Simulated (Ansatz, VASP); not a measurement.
Hf3Ta2O: VASP beside Ansatz

```
CELL_PARAMETERS angstrom
0.00000 3.73018 4.82706
3.41747 0.00000 4.82706
3.41747 3.73018 0.00000
ATOMIC_POSITIONS crystal
Hf 0.50000 0.00000 0.50000
Hf 0.00000 0.50000 0.00000
Hf 0.50000 0.50000 0.50000
Ta 0.50000 0.50000 0.00000
Ta 0.00000 0.00000 0.50000
O 0.00000 0.00000 0.00000
```

Alike in both runs: task relaxation of cell and atoms; functional PBE; k mesh 8 × 8 × 8; occupations gaussian, width 0.1 eV; no spin polarisation.

```csv
,VASP,Ansatz
version,VASP 6.6.1,Ansatz 0.2.0
potentials or method,"VASP PAW PBE potentials, release 64 (Hf_pv, Ta_pv, O), cutoff 600 eV","scalar-relativistic, plane waves, PAW"
valence electrons in the cell,58,110
```

VASP gave:

- gap on the k mesh at the Fermi level, each at its own relaxed structure (eV): none
- relaxed volume (Å³/atom): 20.56
- relaxed cell length with the largest relative difference (Å): 5.867

Problem. Which values does Ansatz return?

Solution. gap on the k mesh at the Fermi level, each at its own relaxed structure (eV): none; relaxed volume (Å³/atom): 20.62; relaxed cell length with the largest relative difference (Å): 5.886.

A gap of «none» marks a metal or a gap that the smearing closes. VASP's potentials hold 58 valence electrons a cell and Ansatz's 110, so a difference there can come from the potentials and not from the codes.

Neither program's run includes spin-orbit coupling.
